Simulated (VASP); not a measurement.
# Ta (Im-3m) in VASP: notebook

Ta is run at these levels: PBE, LDA; tasks: single point.

Program: VASP 6.6.1. These are calculated values, not measurements. Logs are shortened: lines on timing, memory, paths and dates and some standing lists are left out, and cuts for length are marked.

## (1) The cell of the first run

The structure is cubic, space group Im-3m (No. 229). Conventional cell: a = 3.310 Å, b = 3.310 Å, c = 3.310 Å, α = 90.00°, β = 90.00°, γ = 90.00°. Within 3.8 Å of Ta (site symmetry m-3m) lie 14 Ta at 2.87 to 3.31 Å.

## (2) Single point, PBE

INCAR reads:

```
SYSTEM = Ta
ALGO     = Normal         ! electronic algorithm
EDIFF    = 1E-6           ! SCF threshold, eV
ENCUT    = 500            ! plane-wave cutoff, eV
GGA      = PE             ! functional
GGA_COMPAT= .FALSE.      
ISIF     = 2              ! what is computed and relaxed
ISMEAR   = -1             ! smearing method
LASPH    = .TRUE.         ! aspherical terms in the spheres
LCHARG   = .TRUE.         ! write CHGCAR
LELF     = .TRUE.         ! ELF
LREAL    = .FALSE.        ! projectors in reciprocal space
LVHAR    = .TRUE.       
LWAVE    = .FALSE.        ! write WAVECAR
NBANDS   = 12             ! bands
NELM     = 120            ! most SCF steps
PREC     = Accurate       ! precision mode
SIGMA    = 0.1            ! smearing width, eV
```

KPOINTS reads:

```
k-points
0
G
  9 9 9
  0 0 0
```

POSCAR reads:

```
Ta
1.0
   -1.6549280000      1.6549280000      1.6549280000
    1.6549280000     -1.6549280000      1.6549280000
    1.6549280000      1.6549280000     -1.6549280000
Ta
1
Direct
    0.0000000000      0.0000000000      0.0000000000
```

Potentials or basis: VASP PAW PBE potentials, release 64 (Ta_pv).

On the command line:

```
> cat potpaw_PBE.64/Ta_pv/POTCAR > POTCAR
> mpirun -np 1 vasp_std > vasp.out
```

OUTCAR:

```text
SYSTEM = Ta
   EDIFF = 1E-6
   ENCUT = 500
   GGA = PE
   ISIF = 2
   ISMEAR = -1
   LASPH = .TRUE.
   LREAL = .FALSE.
   NELM = 120
   PREC = Accurate

 ion  position               nearest neighbor table
   1  0.000  0.000  0.000-

  LATTYP: Found a body centered cubic cell.
 ALAT       =     3.3098560000

  Lattice vectors:

 A1 = (  -1.6549280000,   1.6549280000,   1.6549280000)
 A2 = (   1.6549280000,  -1.6549280000,   1.6549280000)
 A3 = (   1.6549280000,   1.6549280000,  -1.6549280000)

Analysis of symmetry for initial positions (statically):
=====================================================================
 Subroutine PRICEL returns:
 Original cell was already a primitive cell.

 Routine SETGRP: Setting up the symmetry group for a
 body centered cubic supercell.

 Subroutine GETGRP returns: Found 48 space group operations
 (whereof 48 operations were pure point group operations)
 out of a pool of 48 trial point group operations.

The static configuration has the point symmetry O_h .

Analysis of symmetry for dynamics (positions and initial velocities):
=====================================================================
 Subroutine PRICEL returns:
 Original cell was already a primitive cell.

 Routine SETGRP: Setting up the symmetry group for a
 body centered cubic supercell.

 Subroutine GETGRP returns: Found 48 space group operations
 (whereof 48 operations were pure point group operations)
 out of a pool of 48 trial point group operations.

The dynamic configuration has the point symmetry O_h .

 Subroutine INISYM returns: Found 48 space group operations
 (whereof 48 operations are pure point group operations),
 and found     1 'primitive' translations

----------------------------------------------------------------------------------------

                                     Primitive cell

  volume of cell :      18.1300

  direct lattice vectors                    reciprocal lattice vectors
    -1.654928000  1.654928000  1.654928000     0.000000000  0.302127948  0.302127948
     1.654928000 -1.654928000  1.654928000     0.302127948  0.000000000  0.302127948
     1.654928000  1.654928000 -1.654928000     0.302127948  0.302127948  0.000000000

  length of vectors
     2.866419379  2.866419379  2.866419379     0.427273441  0.427273441  0.427273441

  position of ions in fractional coordinates (direct lattice)
     0.000000000  0.000000000  0.000000000

  ion indices of the primitive-cell ions
   primitive index   ion index
                 1           1

----------------------------------------------------------------------------------------

 KPOINTS: k-points

Automatic generation of k-mesh.
 Grid dimensions read from file:
 generate k-points for:    9    9    9

 Generating k-lattice:

  Cartesian coordinates                     Fractional coordinates (reciprocal lattice)
     0.000000000  0.033569772  0.033569772     0.111111111  0.000000000  0.000000000
     0.033569772  0.000000000  0.033569772     0.000000000  0.111111111  0.000000000
     0.033569772  0.033569772  0.000000000     0.000000000  0.000000000  0.111111111

  Length of vectors
     0.047474827  0.047474827  0.047474827

  Shift w.r.t. Gamma in fractional coordinates (k-lattice)
     0.000000000  0.000000000  0.000000000

 Subroutine IBZKPT returns following result:
 ===========================================

 Found     35 irreducible k-points:

 Following reciprocal coordinates:
            Coordinates               Weight
  0.000000  0.000000  0.000000      1.000000
  0.111111  0.000000  0.000000     12.000000
  0.222222  0.000000  0.000000     12.000000
  0.333333  0.000000  0.000000     12.000000
  0.444444  0.000000  0.000000     12.000000
  0.111111  0.111111  0.000000     24.000000
[... 16 lines left out ...]
 -0.333333  0.444444  0.111111     48.000000
 -0.444444 -0.444444  0.111111     24.000000
 [... further k-points ...]
   k-points           NKPTS =     35   k-points in BZ     NKDIM =     35   number of bands    NBANDS=     12
   number of dos      NEDOS =    301   number of ions     NIONS =      1
   total plane-waves  NPLWV =  13824
   dimension x,y,z NGX =    24 NGY =   24 NGZ =   24
   dimension x,y,z NGXF=    48 NGYF=   48 NGZF=   48
   ions per type =               1
   NGX,Y,Z   is equivalent  to a cutoff of  13.92, 13.92, 13.92 a.u.
   NGXF,Y,Z  is equivalent  to a cutoff of  27.84, 27.84, 27.84 a.u.
 SYSTEM =  Ta
   PREC   = accura    normal or accurate (medium, high low for compatibility)
   ISTART =      0    job   : 0-new  1-cont  2-samecut
   ICHARG =      2    charge: 1-file 2-atom 10-const
   ISPIN  =      1    spin polarized calculation?
   LNONCOLLINEAR =      F non collinear calculations
   LSORBIT =      F    spin-orbit coupling
   LASPH  =      T    aspherical Exc in radial PAW
   ENCUT  =  500.0 eV  36.75 Ry    6.06 a.u.   5.23  5.23  5.23*2*pi/ulx,y,z
   NELM   =    120;   NELMIN=  2; NELMDL= -5     # of ELM steps
   EDIFF  = 0.1E-05   stopping-criterion for ELM
   LREAL  =      F    real-space projection
   EDIFFG = 0.1E-04   stopping-criterion for IOM
   NSW    =      0    number of steps for IOM
   IBRION =     -1    ionic relax: 0-MD 1-quasi-New 2-CG
   NFREE  =      0    steps in history (QN), initial steepest desc. (CG)
   ISIF   =      2    stress and relaxation
   ISYM   =      2    0-nonsym 1-usesym 2-fastsym
   POTIM  = 0.5000    time-step for ionic-motion
   TEBEG  =    0.0;   TEEND  =   0.0 temperature during run
   PSTRESS=    0.0 pullay stress
   NELECT =      11.0000    total number of electrons
   NUPDOWN=      -1.0000    fix difference up-down
   EMIN   =  10.00;   EMAX   =-10.00  energy-range for DOS
   EFERMI =   0.00;   METHOD = LEGACY
   ISMEAR =    -1;   SIGMA  =   0.10  broadening in eV -4-tet -1-fermi 0-gaus
   EFERMI_NEDOS =   21; number of points for ismear=-14 and -15
   IALGO  =     38    algorithm
   IMIX   =      4    mixing-type and parameters
     AMIX     =   0.40;   BMIX     =  1.00
     AMIX_MAG =   1.60;   BMIX_MAG =  1.00
  volume/ion in A,a.u.               =      18.13       122.35
  Fermi-wavevector in a.u.,A,eV,Ry     =   1.385926  2.619020 26.133936  1.920790
  Thomas-Fermi vector in A             =   2.510290
   LORBIT       =      0    0 simple, 1 ext, 2 COOP (PROOUT), +10 PAW based schemes
   GGA     = PE    functional components
   LHFCALC =     F    Hartree Fock is set to
   AEXX    =    0.0000 exact exchange contribution
   IVDW    =     0    specifies the selected vdW correction
   LEPSILON=     F    determine dielectric tensor
   LRPA    =     F    only Hartree local field effects (RPA)
 non-spin polarized calculation
  energy-cutoff  :      500.00
  volume of cell :       18.13
 maximum number of plane-waves:       471
 NGX is ok and might be reduce to    24
   NGX = 11   NGY = 11   NGZ = 11

 number of electron      11.0000001 magnetization

 Free energy of the ion-electron system (eV)
  ---------------------------------------------------
  ext. energy  EPLUGINS =         0.00000000
  ---------------------------------------------------
  free energy    TOTEN  =       -11.82312912 eV

  energy without entropy =      -11.77021304  energy(sigma->0) =      -11.79667108

 E-fermi :   5.4850     XC(G=0): -12.5848

 val. band max:        5.4787762677   @ k =   0.2222   0.0000   0.0000
 cond. band min:       5.4890542335   @ k =   0.1111   0.1111   0.0000
 fundamental gap:      0.0102779658
 Fermi energy:         5.4850479341

 k-point     1 :       0.0000    0.0000    0.0000
  band No.  band energies     occupation
      1     -27.6637      2.00000
      2     -27.6637      2.00000
      3     -27.6637      2.00000
      4      -2.4579      2.00000
      5       6.1679      0.00216
      6       6.1679      0.00216
      7       6.1679      0.00216
      8       9.4183      0.00000
      9       9.4183      0.00000
     10      20.1116      0.00000
     11      20.4131      0.00000
     12      20.4131      0.00000

 k-point     2 :       0.1111    0.0000    0.0000
  band No.  band energies     occupation
      1     -27.8087      2.00000
      2     -27.7085      2.00000
      3     -27.6644      2.00000
      4      -1.9225      2.00000
      5       5.8310      0.06098
      6       6.0361      0.00805
      7       6.7004      0.00001
      8       8.9608      0.00000
      9       9.4262      0.00000
     10      20.1114      0.00000
     11      20.8503      0.00000
     12      21.3531      0.00000

 k-point     3 :       0.2222    0.0000    0.0000
  band No.  band energies     occupation
      1     -28.1622      2.00000
      2     -27.8205      2.00000
      3     -27.6664      2.00000
      4      -0.5604      2.00000
      5       5.0873      1.96323
      6       5.4788      1.03135
      7       8.2301      0.00000
      8       8.7579      0.00000
      9       9.5410      0.00000
     10      20.1091      0.00000
     11      20.9140      0.00000
     12      22.6148      0.00000

 k-point     4 :       0.3333    0.0000    0.0000
  band No.  band energies     occupation
      1     -28.5426      2.00000
      2     -27.9450      2.00000
      3     -27.6688      2.00000
      4       0.7358      2.00000
      5       4.3750      1.99997
      6       5.4273      1.28091
      7       9.1810      0.00000
      8       9.8670      0.00000
      9      10.5076      0.00000
     10      19.0993      0.00000
     11      19.7822      0.00000
     12      20.1596      0.00000

 k-point     5 :       0.4444    0.0000    0.0000
  band No.  band energies     occupation
      1     -28.7800      2.00000
      2     -28.0248      2.00000
      3     -27.6704      2.00000
      4       1.0776      2.00000
      5       3.9643      2.00000
      6       6.6516      0.00002
      7       9.3515      0.00000
      8      10.2470      0.00000
      9      12.7453      0.00000
     10      17.4169      0.00000
     11      17.5676      0.00000
     12      20.1206      0.00000
[... 228 lines left out ...]
      1     -28.3932      2.00000
      2     -28.0063      2.00000
      3     -27.8412      2.00000
      4       1.2705      2.00000
      5       4.6152      1.99967
      6       5.5811      0.55350
      7       7.3318      0.00000
      8       9.5632      0.00000
      9      10.5791      0.00000
     10      19.4078      0.00000
     11      20.1239      0.00000
     12      23.3847      0.00000

 k-point    22 :      -0.4444    0.4444    0.1111
  band No.  band energies     occupation
      1     -28.7422      2.00000
      2     -28.0766      2.00000
      3     -27.7696      2.00000
      4       1.5556      2.00000
      5       4.5031      1.99989
      6       5.5719      0.59123
      7       8.3046      0.00000
      8      11.2003      0.00000
      9      12.6104      0.00000
     10      17.2560      0.00000
     11      19.4220      0.00000
     12      20.1204      0.00000

 k-point    23 :      -0.3333    0.4444    0.1111
  band No.  band energies     occupation
      1     -28.6103      2.00000
      2     -28.1524      2.00000
      3     -27.8491      2.00000
      4       2.2048      2.00000
      5       4.1740      2.00000
      6       5.2696      1.79224
      7       8.0383      0.00000
      8      10.3506      0.00000
      9      12.4604      0.00000
     10      17.8133      0.00000
     11      20.1180      0.00000
     12      21.3209      0.00000

 k-point    24 :      -0.4444   -0.4444    0.1111
  band No.  band energies     occupation
      1     -28.6953      2.00000
      2     -28.2116      2.00000
      3     -27.8483      2.00000
      4       2.2795      2.00000
      5       4.6934      1.99927
      6       4.8001      1.99788
      7       8.0426      0.00000
      8      11.3030      0.00000
      9      14.2147      0.00000
     10      16.0654      0.00000
     11      19.9091      0.00000
     12      20.1174      0.00000

 [... further k-points ...]

------------------------ aborting loop because EDIFF is reached ----------------------------------------

  FORCE on cell =-STRESS in cart. coord.  units (eV):
  Direction    XX          YY          ZZ          XY          YZ          ZX
  --------------------------------------------------------------------------------------
  -------------------------------------------------------------------------------------
  Total        0.2618416      0.2618416      0.2618416      0.0000000      0.0000000      0.0000000
  in kB       23.1393918     23.1393918     23.1393918      0.0000000      0.0000000      0.0000000
  external PRESSURE =      23.1393918 kB  Pullay stress =       0.0000000 kB

 VOLUME and BASIS-vectors are now :
 -----------------------------------------------------------------------------
  energy-cutoff  :      500.00
  volume of cell :       18.13
      direct lattice vectors                 reciprocal lattice vectors
    -1.654928000  1.654928000  1.654928000     0.000000000  0.302127948  0.302127948
     1.654928000 -1.654928000  1.654928000     0.302127948  0.000000000  0.302127948
     1.654928000  1.654928000 -1.654928000     0.302127948  0.302127948  0.000000000

 POSITION                                       TOTAL-FORCE (eV/Angst)
 -----------------------------------------------------------------------------------
      0.00000      0.00000      0.00000         0.000000     -0.000000      0.000000
 -----------------------------------------------------------------------------------
    total drift:                               -0.000000      0.000000      0.000000

  FREE ENERGIE OF THE ION-ELECTRON SYSTEM (eV)
  ---------------------------------------------------
  free  energy   TOTEN  =       -11.8231291200 eV

  energy  without entropy=      -11.7702130447  energy(sigma->0) =      -11.79667108
```

Run time: 4.7 s. Hardware: 1 thread of AMD EPYC 9R45 (Zen 5), shared host; peak memory 0.11 GiB.

Results:

| Quantity | Value |
| --- | --- |
| Free energy | -11.8231 eV |
| Pressure | 2.3 GPa |

Levels at points of the mesh, in eV from the Fermi level:
```tsv
k point	band 1	band 2	band 3	band 4	band 5	band 6	band 7	band 8	band 9	band 10
(0.00, 0.00, 0.00)	-33.15	-33.15	-33.15	-7.94	0.68	0.68	0.68	3.93	3.93	14.63
```

Caveat: spin-orbit coupling is left out, which moves the levels of the heavy elements.

## (3) Single point, LDA

INCAR reads:

```
SYSTEM = Ta
ALGO = Normal
EDIFF = 1E-6
ENCUT = 500
GGA = CA
GGA_COMPAT = .FALSE.
ISIF = 2
ISMEAR = -1
LASPH = .TRUE.
LCHARG = .FALSE.
LREAL = .FALSE.
LWAVE = .FALSE.
NBANDS = 12
NELM = 120
PREC = Accurate
SIGMA = 0.1
```

KPOINTS is that of step 2.

POSCAR is that of step 2.

Potentials or basis: VASP PAW LDA potentials, release 64 (Ta_pv).

On the command line:

```
> cat potpaw_LDA.64/Ta_pv/POTCAR > POTCAR
> mpirun -np 1 vasp_std > vasp.out
```

It took 3.7 s on 1 thread of AMD EPYC 9R45 (Zen 5), shared host; peak memory 0.1 GiB.

The run converged. Its results:

```
Free energy : -12.8136 eV
Pressure    : -9.3 GPa
```

Levels at points of the mesh, in eV from the Fermi level:
```
           k point  band 3  band 4  band 5  band 6  band 7  band 8
(0.00, 0.00, 0.00)  -32.98   -7.88    0.62    0.62    0.62    3.85
```

Caveat: spin-orbit coupling is left out, which moves the levels of the heavy elements.

[end of part 1 of 2]
